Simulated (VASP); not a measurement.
# TlAs2 (Fm-3m) in VASP: further runs

TlAs2 is run at these levels: PBE; tasks: single point, relaxation of cell and atoms.

Everything below comes from runs of VASP 6.6.1. Logs are shortened: lines on timing, memory, paths and dates and some standing lists are left out, and cuts for length are marked.

### Step 1. The cell of the first run

Symmetry: Fm-3m, No. 225, cubic system. The conventional cell has a = 6.517 Å, b = 6.517 Å, c = 6.517 Å, α = 90.00°, β = 90.00°, γ = 90.00°. Tl (site symmetry m-3m) has 8 As at 2.82 Å within 3.7 Å. Within 3.7 Å of As (site symmetry -43m) lie 4 Tl at 2.82 Å and 6 As at 3.26 Å.

### Step 2. Single point, PBE

File INCAR:

```
SYSTEM = TlAs2
ALGO     = Fast           ! electronic algorithm
EDIFF    = 1E-7           ! SCF threshold, eV
ENCUT    = 520            ! plane-wave cutoff, eV
GGA      = PE             ! functional
ISIF     = 2              ! what is computed and relaxed
ISMEAR   = 0              ! smearing method
LASPH    = .TRUE.         ! aspherical terms in the spheres
LCHARG   = .FALSE.        ! write CHGCAR
LREAL    = .FALSE.        ! projectors in reciprocal space
LWAVE    = .FALSE.        ! write WAVECAR
NBANDS   = 18             ! bands
NELM     = 60             ! most SCF steps
PREC     = Accurate       ! precision mode
SIGMA    = 0.1            ! smearing width, eV
```

File KPOINTS:

```
k-points
0
G
  6 6 6
  0 0 0
```

File POSCAR:

```
TlAs2
1.0
    0.0000000000      3.2585406648      3.2585406648
    3.2585406648      0.0000000000      3.2585406648
    3.2585406648      3.2585406648      0.0000000000
Tl As
1 2
Direct
    0.0000000000      0.0000000000      0.0000000000
    0.2500000000      0.2500000000      0.2500000000
    0.7500000000      0.7500000000      0.7500000000
```

Potentials or basis: VASP PAW PBE potentials, release 64 (Tl_d, As).

The run is started by

```
> cat potpaw_PBE.64/Tl_d/POTCAR potpaw_PBE.64/As/POTCAR > POTCAR
> mpirun -np 1 vasp_std > vasp.out
```

OUTCAR:

```text
SYSTEM = TlAs2
   EDIFF = 1E-7
   ENCUT = 520
   GGA = PE
   ISIF = 2
   ISMEAR = 0
   LASPH = .TRUE.
   LREAL = .FALSE.
   NELM = 60
   PREC = Accurate

 ion  position               nearest neighbor table
   1  0.000  0.000  0.000-   3 2.82   3 2.82   3 2.82   2 2.82   3 2.82   2 2.82   2 2.82   2 2.82

   2  0.250  0.250  0.250-   1 2.82   1 2.82   1 2.82   1 2.82
   3  0.750  0.750  0.750-   1 2.82   1 2.82   1 2.82   1 2.82

  LATTYP: Found a face centered cubic cell.
 ALAT       =     6.5170813296

  Lattice vectors:

 A1 = (   0.0000000000,   3.2585406648,   3.2585406648)
 A2 = (   3.2585406648,   0.0000000000,   3.2585406648)
 A3 = (   3.2585406648,   3.2585406648,   0.0000000000)

Analysis of symmetry for initial positions (statically):
=====================================================================
 Subroutine PRICEL returns:
 Original cell was already a primitive cell.

 Routine SETGRP: Setting up the symmetry group for a
 face centered cubic supercell.

 Subroutine GETGRP returns: Found 48 space group operations
 (whereof 48 operations were pure point group operations)
 out of a pool of 48 trial point group operations.

The static configuration has the point symmetry O_h .

Analysis of symmetry for dynamics (positions and initial velocities):
=====================================================================
 Subroutine PRICEL returns:
 Original cell was already a primitive cell.

 Routine SETGRP: Setting up the symmetry group for a
 face centered cubic supercell.

 Subroutine GETGRP returns: Found 48 space group operations
 (whereof 48 operations were pure point group operations)
 out of a pool of 48 trial point group operations.

The dynamic configuration has the point symmetry O_h .

 Subroutine INISYM returns: Found 48 space group operations
 (whereof 48 operations are pure point group operations),
 and found     1 'primitive' translations

----------------------------------------------------------------------------------------

                                     Primitive cell

  volume of cell :      69.1989

  direct lattice vectors                    reciprocal lattice vectors
     0.000000000  3.258540665  3.258540665    -0.153442922  0.153442922  0.153442922
     3.258540665  0.000000000  3.258540665     0.153442922 -0.153442922  0.153442922
     3.258540665  3.258540665  0.000000000     0.153442922  0.153442922 -0.153442922

  length of vectors
     4.608272402  4.608272402  4.608272402     0.265770936  0.265770936  0.265770936

  position of ions in fractional coordinates (direct lattice)
     0.000000000  0.000000000  0.000000000
     0.250000000  0.250000000  0.250000000
     0.750000000  0.750000000  0.750000000

  ion indices of the primitive-cell ions
   primitive index   ion index
                 1           1
                 2           2
                 3           3

----------------------------------------------------------------------------------------

 KPOINTS: k-points

Automatic generation of k-mesh.
 Grid dimensions read from file:
 generate k-points for:    6    6    6

 Generating k-lattice:

  Cartesian coordinates                     Fractional coordinates (reciprocal lattice)
    -0.025573820  0.025573820  0.025573820     0.166666667  0.000000000  0.000000000
     0.025573820 -0.025573820  0.025573820     0.000000000  0.166666667  0.000000000
     0.025573820  0.025573820 -0.025573820     0.000000000  0.000000000  0.166666667

  Length of vectors
     0.044295156  0.044295156  0.044295156

  Shift w.r.t. Gamma in fractional coordinates (k-lattice)
     0.000000000  0.000000000  0.000000000

 Subroutine IBZKPT returns following result:
 ===========================================

 Found     16 irreducible k-points:

 Following reciprocal coordinates:
            Coordinates               Weight
  0.000000  0.000000  0.000000      1.000000
  0.166667  0.000000  0.000000      8.000000
  0.333333  0.000000  0.000000      8.000000
  0.500000  0.000000  0.000000      4.000000
  0.166667  0.166667  0.000000      6.000000
  0.333333  0.166667  0.000000     24.000000
[... 8 lines left out ...]
 -0.333333  0.333333  0.166667     24.000000
 -0.333333  0.500000  0.166667     12.000000
   k-points           NKPTS =     16   k-points in BZ     NKDIM =     16   number of bands    NBANDS=     18
   number of dos      NEDOS =    301   number of ions     NIONS =      3
   total plane-waves  NPLWV =  46656
   dimension x,y,z NGX =    36 NGY =   36 NGZ =   36
   dimension x,y,z NGXF=    72 NGYF=   72 NGZF=   72
   ions per type =               1   2
   NGX,Y,Z   is equivalent  to a cutoff of  12.99, 12.99, 12.99 a.u.
   NGXF,Y,Z  is equivalent  to a cutoff of  25.97, 25.97, 25.97 a.u.
 SYSTEM =  TlAs2
   PREC   = accura    normal or accurate (medium, high low for compatibility)
   ISTART =      0    job   : 0-new  1-cont  2-samecut
   ICHARG =      2    charge: 1-file 2-atom 10-const
   ISPIN  =      1    spin polarized calculation?
   LNONCOLLINEAR =      F non collinear calculations
   LSORBIT =      F    spin-orbit coupling
   LASPH  =      T    aspherical Exc in radial PAW
   ENCUT  =  520.0 eV  38.22 Ry    6.18 a.u.   8.57  8.57  8.57*2*pi/ulx,y,z
   NELM   =     60;   NELMIN=  2; NELMDL= -5     # of ELM steps
   EDIFF  = 0.1E-06   stopping-criterion for ELM
   LREAL  =      F    real-space projection
   EDIFFG = 0.1E-05   stopping-criterion for IOM
   NSW    =      0    number of steps for IOM
   IBRION =     -1    ionic relax: 0-MD 1-quasi-New 2-CG
   NFREE  =      0    steps in history (QN), initial steepest desc. (CG)
   ISIF   =      2    stress and relaxation
   ISYM   =      2    0-nonsym 1-usesym 2-fastsym
   POTIM  = 0.5000    time-step for ionic-motion
   TEBEG  =    0.0;   TEEND  =   0.0 temperature during run
   PSTRESS=    0.0 pullay stress
   NELECT =      23.0000    total number of electrons
   NUPDOWN=      -1.0000    fix difference up-down
   EMIN   =  10.00;   EMAX   =-10.00  energy-range for DOS
   EFERMI =   0.00;   METHOD = LEGACY
   ISMEAR =     0;   SIGMA  =   0.10  broadening in eV -4-tet -1-fermi 0-gaus
   EFERMI_NEDOS =   21; number of points for ismear=-14 and -15
   IALGO  =     68    algorithm
   IMIX   =      4    mixing-type and parameters
     AMIX     =   0.40;   BMIX     =  1.00
     AMIX_MAG =   1.60;   BMIX_MAG =  1.00
  volume/ion in A,a.u.               =      23.07       155.66
  Fermi-wavevector in a.u.,A,eV,Ry     =   1.134012  2.142972 17.496862  1.285983
  Thomas-Fermi vector in A             =   2.270715
   LORBIT       =      0    0 simple, 1 ext, 2 COOP (PROOUT), +10 PAW based schemes
   GGA     = PE    functional components
   LHFCALC =     F    Hartree Fock is set to
   AEXX    =    0.0000 exact exchange contribution
   IVDW    =     0    specifies the selected vdW correction
   LEPSILON=     F    determine dielectric tensor
   LRPA    =     F    only Hartree local field effects (RPA)
 non-spin polarized calculation
 RMM-DIIS sequential band-by-band and
 Gauss-broadening in eV      SIGMA  =   0.10
  energy-cutoff  :      520.00
  volume of cell :       69.20
 maximum number of plane-waves:      1892
 NGX is ok and might be reduce to    36
   NGX = 17   NGY = 17   NGZ = 17

 number of electron      22.9999999 magnetization

 Free energy of the ion-electron system (eV)
  ---------------------------------------------------
  ext. energy  EPLUGINS =         0.00000000
  ---------------------------------------------------
  free energy    TOTEN  =        -9.45464642 eV

  energy without entropy =       -9.44321573  energy(sigma->0) =       -9.44893107

 E-fermi :   6.0969     XC(G=0): -10.1438

 val. band max:        6.0357793803   @ k =   0.5000   0.1667   0.0000
 cond. band min:       6.1097269980   @ k =   0.5000   0.3333   0.0000
 fundamental gap:      0.0739476178
 Fermi energy:         6.0968969307

 k-point     1 :       0.0000    0.0000    0.0000
  band No.  band energies     occupation
      1      -7.6507      2.00000
      2      -5.9417      2.00000
      3      -5.9417      2.00000
      4      -5.9417      2.00000
      5      -5.6439      2.00000
      6      -5.6439      2.00000
[... 10 lines left out ...]
     17       8.6845      0.00000
     18      12.5461      0.00000

 k-point     2 :       0.1667    0.0000    0.0000
  band No.  band energies     occupation
      1      -7.3997      2.00000
      2      -6.0505      2.00000
      3      -5.9194      2.00000
      4      -5.9194      2.00000
      5      -5.6454      2.00000
      6      -5.6454      2.00000
[... 10 lines left out ...]
     17       9.5009      0.00000
     18      13.4110      0.00000

 k-point     3 :       0.3333    0.0000    0.0000
  band No.  band energies     occupation
      1      -6.8881      2.00000
      2      -5.9855      2.00000
      3      -5.8809      2.00000
      4      -5.8809      2.00000
      5      -5.6406      2.00000
      6      -5.6406      2.00000
[... 10 lines left out ...]
     17      12.4687      0.00000
     18      14.8625      0.00000

 k-point     4 :       0.5000    0.0000    0.0000
  band No.  band energies     occupation
      1      -6.7827      2.00000
      2      -5.8660      2.00000
      3      -5.8660      2.00000
      4      -5.6333      2.00000
      5      -5.6333      2.00000
      6      -5.2139      2.00000
[... 207 lines left out ...]
      4      -5.6990      2.00000
      5      -5.6341      2.00000
      6      -5.3709      2.00000
[... 10 lines left out ...]
     17      13.1644      0.00000
     18      13.3576      0.00000

 k-point    15 :      -0.3333    0.3333    0.1667
  band No.  band energies     occupation
      1      -6.4958      2.00000
      2      -6.3092      2.00000
      3      -5.7936      2.00000
      4      -5.6876      2.00000
      5      -5.6369      2.00000
      6      -4.3983      2.00000
[... 10 lines left out ...]
     17      13.2676      0.00000
     18      14.0277      0.00000

 k-point    16 :      -0.3333    0.5000    0.1667
  band No.  band energies     occupation
      1      -6.5120      2.00000
      2      -6.2266      2.00000
      3      -5.7642      2.00000
      4      -5.7088      2.00000
      5      -5.6252      2.00000
      6      -4.7460      2.00000
[... 10 lines left out ...]
     17      13.3634      0.00000
     18      15.4336      0.00000

------------------------ aborting loop because EDIFF is reached ----------------------------------------

  FORCE on cell =-STRESS in cart. coord.  units (eV):
  Direction    XX          YY          ZZ          XY          YZ          ZX
  --------------------------------------------------------------------------------------
  -------------------------------------------------------------------------------------
  Total        4.7452751      4.7452751      4.7452751      0.0000000      0.0000000      0.0000000
  in kB      109.8683359    109.8683359    109.8683359      0.0000000      0.0000000      0.0000000
  external PRESSURE =     109.8683359 kB  Pullay stress =       0.0000000 kB

 VOLUME and BASIS-vectors are now :
 -----------------------------------------------------------------------------
  energy-cutoff  :      520.00
  volume of cell :       69.20
      direct lattice vectors                 reciprocal lattice vectors
     0.000000000  3.258540665  3.258540665    -0.153442922  0.153442922  0.153442922
     3.258540665  0.000000000  3.258540665     0.153442922 -0.153442922  0.153442922
     3.258540665  3.258540665  0.000000000     0.153442922  0.153442922 -0.153442922

 POSITION                                       TOTAL-FORCE (eV/Angst)
 -----------------------------------------------------------------------------------
      0.00000      0.00000      0.00000        -0.000000     -0.000000     -0.000000
      1.62927      1.62927      1.62927         0.000000      0.000000      0.000000
      4.88781      4.88781      4.88781        -0.000000     -0.000000     -0.000000
 -----------------------------------------------------------------------------------
    total drift:                               -0.000000      0.000000      0.000000

  FREE ENERGIE OF THE ION-ELECTRON SYSTEM (eV)
  ---------------------------------------------------
  free  energy   TOTEN  =        -9.4546464185 eV

  energy  without entropy=       -9.4432157310  energy(sigma->0) =       -9.44893107
```

Wall time 37 s (1 thread of Oxide Virtual Turin-like, shared host); peak memory 0.17 GiB.

What came out:

| Item | Value |
| --- | --- |
| Free energy | -9.4546 eV |
| Pressure | 11.0 GPa |
| Band gap on the k mesh | zero (an odd number of electrons rules out a gap without spin polarisation) |

Caveat: the cell stands under pressure; spin-orbit coupling is left out, which moves the levels of the heavy elements; an odd number of electrons without spin polarisation forces a metal; a magnetic or distorted state may lie lower.

### Step 3. Relaxation of cell and atoms, PBE

File INCAR:

```
SYSTEM = TlAs2
PREC = Accurate
ENCUT = 600
EDIFF = 1E-6
ISMEAR = 0
SIGMA = 0.1
LREAL = .False.
LASPH = .True.
NELM = 60
ALGO = Fast
ISIF = 3
LWAVE = .False.
LCHARG = .False.
GGA = PE
IBRION = 2
NSW = 90
EDIFFG = -0.04
```

File KPOINTS:

```
regular mesh
0
Gamma
  4 4 4
  0 0 0
```

POSCAR is that of step 2.

Potentials or basis: VASP PAW PBE potentials, release 64 (Tl_d, As).

The run is started by

```
> cat potpaw_PBE.64/Tl_d/POTCAR potpaw_PBE.64/As/POTCAR > POTCAR
> mpirun -np 1 vasp_std > vasp.out
```

It took 81 s on 1 thread of Oxide Virtual Turin-like, shared host; peak memory 0.21 GiB.

Results (log left out):

| Property | Result |
| --- | --- |
| Free energy | -9.7943 eV |
| Relaxed volume | 26.75 Å³/atom |
| Relaxed cell | a = 4.841 Å, b = 4.841 Å, c = 4.841 Å, α = 60.00°, β = 60.00°, γ = 60.00° |
| Space group after relaxing (to 0.1 Å) | Fm-3m (No. 225) |
| Energy gained by relaxing | 113.2 meV/atom |
| Ionic steps | 3 |
| Pressure after relaxing | 0.0 GPa |
| Band gap on the k mesh | zero (an odd number of electrons rules out a gap without spin polarisation) |

The path:
```csv
step,energy change (eV),largest force (eV/Å),pressure (GPa),volume (Å³)
1,0.0000,0.0000,11.34,69.20
2,-0.2634,0.0000,-3.42,86.87
3,-0.3396,0.0000,0.04,80.24
```

Final structure:
```cif
data_structure
_symmetry_space_group_name_H-M 'P 1'
_symmetry_Int_Tables_number 1
_cell_length_a 4.8414
_cell_length_b 4.8414
_cell_length_c 4.8414
_cell_angle_alpha 60.000
_cell_angle_beta 60.000
_cell_angle_gamma 60.000
_cell_volume 80.24
loop_
_atom_site_label
_atom_site_type_symbol
_atom_site_fract_x
_atom_site_fract_y
_atom_site_fract_z
_atom_site_occupancy
Tl1 Tl 0.00000 0.00000 0.00000 1
As1 As 0.25000 0.25000 0.25000 1
As2 As 0.75000 0.75000 0.75000 1
```

Levels at points of the mesh, in eV from the Fermi level:
| k point | band 8 | band 9 | band 10 | band 11 | band 12 | band 13 | band 14 | band 15 |
| --- | --- | --- | --- | --- | --- | --- | --- | --- |
| (0.00, 0.00, 0.00) | -2.34 | -1.41 | -1.41 | -1.41 | 0.00 | 0.00 | 0.00 | 2.98 |
| (0.50, 0.00, 0.00) | -5.21 | -2.05 | -2.05 | -1.73 | -0.68 | -0.68 | 2.56 | 5.65 |
| (0.50, 0.50, 0.00) | -7.19 | -3.70 | -3.70 | -0.29 | 1.93 | 1.93 | 2.29 | 4.72 |

Caveat: the k points lie up to 0.40 Å⁻¹ apart in the final cell, too coarse for converged energies and pressures of a metal; the volume moved by over 15 % at a fixed basis, so the end points are rough; spin-orbit coupling is left out, which moves the levels of the heavy elements; an odd number of electrons without spin polarisation forces a metal; a magnetic or distorted state may lie lower.

### Step 4. Relaxation of cell and atoms, PBE

This run uses another cell than the first one, of 26.61 Å³/atom.

File INCAR:

```
ALGO     = Fast           # electronic algorithm
EDIFF    = 1E-7           # SCF threshold, eV
EDIFFG   = -0.01          # ionic threshold
ENCUT    = 600            # plane-wave cutoff, eV
GGA      = PE             # functional
IBRION   = 2              # ionic algorithm
ISIF     = 3              # what is computed and relaxed
ISMEAR   = 0              # smearing method
LASPH    = T              # aspherical terms in the spheres
LCHARG   = F              # write CHGCAR
LREAL    = F              # projectors in reciprocal space
LWAVE    = F              # write WAVECAR
NELM     = 80             # most SCF steps
NSW      = 100            # ionic steps
PREC     = Accurate       # precision mode
SIGMA    = 0.1            # smearing width, eV
```

File KPOINTS:

```
k-points
0
Gamma
  12 12 12
```

File POSCAR:

```
TlAs2
1.0
    0.0000000000      3.4173945222      3.4173945222
    3.4173945222      0.0000000000      3.4173945222
    3.4173945222      3.4173945222      0.0000000000
Tl As
1 2
Direct
    0.0000000000      0.0000000000      0.0000000000
    0.2500000000      0.2500000000      0.2500000000
    0.7500000000      0.7500000000      0.7500000000
```

The run is started by

```
> cat potpaw_PBE.64/Tl_d/POTCAR potpaw_PBE.64/As/POTCAR > POTCAR
> mpirun -np 1 vasp_std > vasp.out
```

Wall time 7.8 min (1 thread of Oxide Virtual Turin-like, shared host); peak memory 0.29 GiB.

Results (log left out):

- Free energy: -9.7727 eV
- Relaxed volume: 26.79 Å³/atom
- Relaxed cell: a = 4.844 Å, b = 4.844 Å, c = 4.844 Å, α = 60.00°, β = 60.00°, γ = 60.00°
- Space group after relaxing (to 0.1 Å): Fm-3m (No. 225)
- Energy gained by relaxing: 0.2 meV/atom
- Ionic steps: 3
- Pressure after relaxing: 0.0 GPa
- Band gap on the k mesh: zero (an odd number of electrons rules out a gap without spin polarisation)

Step by step:
| step | energy change (eV) | largest force (eV/Å) | pressure (GPa) | volume (Å³) |
| --- | --- | --- | --- | --- |
| 1 | 0.0000 | 0.0000 | 0.35 | 79.82 |
| 2 | -0.0005 | 0.0000 | -0.09 | 80.50 |
| 3 | -0.0006 | 0.0000 | 0.00 | 80.36 |

Final structure:
```xyz
3
Lattice="0.0000 3.4251 3.4251 3.4251 0.0000 3.4251 3.4251 3.4251 0.0000" Properties=species:S:1:pos:R:3 pbc="T T T"
Tl    0.0000    0.0000    0.0000
As    1.7125    1.7125    1.7125
As    5.1376    5.1376    5.1376
```

Levels at points of the mesh, in eV from the Fermi level:
```
           k point  band 8  band 9  band 10  band 11  band 12  band 13  band 14  band 15
(0.00, 0.00, 0.00)   -2.55   -1.62    -1.62    -1.62    -0.21    -0.21    -0.21     2.78
(0.50, 0.00, 0.00)   -5.42   -2.26    -2.26    -1.94    -0.89    -0.89     2.35     5.45
(0.50, 0.50, 0.00)   -7.38   -3.90    -3.90    -0.50     1.71     1.71     2.07     4.51
```

Caveat: spin-orbit coupling is left out, which moves the levels of the heavy elements; an odd number of electrons without spin polarisation forces a metal; a magnetic or distorted state may lie lower.

### Step 5. The runs side by side

| task | cell | k mesh | cutoff (eV) | gap on the mesh (eV) | pressure (GPa) | relaxed volume (Å³/atom) |
| --- | --- | --- | --- | --- | --- | --- |
| single point | a = 4.608 Å, angles 60.0°, 3 atoms | 6 × 6 × 6 | 520 | none | 11.0 | - |
| relaxation of cell and atoms | relaxed from a = 4.608 Å, angles 60.0°, 3 atoms | 4 × 4 × 4 | 600 | none | 0.0 | 26.75 |
| relaxation of cell and atoms | relaxed from a = 4.833 Å, angles 60.0°, 3 atoms | 12 × 12 × 12 | 600 | none | 0.0 | 26.79 |

Alike in all rows: level PBE; potentials or basis VASP PAW PBE potentials, release 64 (Tl_d, As); no spin polarisation; smearing gaussian 0.1 eV.

Caveats: some runs use coarse meshes; spin-orbit coupling is left out, which moves the levels of the heavy elements; an odd number of electrons without spin polarisation forces a metal; a magnetic or distorted state may lie lower; the cell stands under pressure (at least some runs); the volume moved by over 15 % at a fixed basis, so the end points are rough (at least some runs).

Absolute energies hang on the potentials; compare differences alone.

The gap in the log of VASP goes by the Fermi energy; the results here count the filled bands.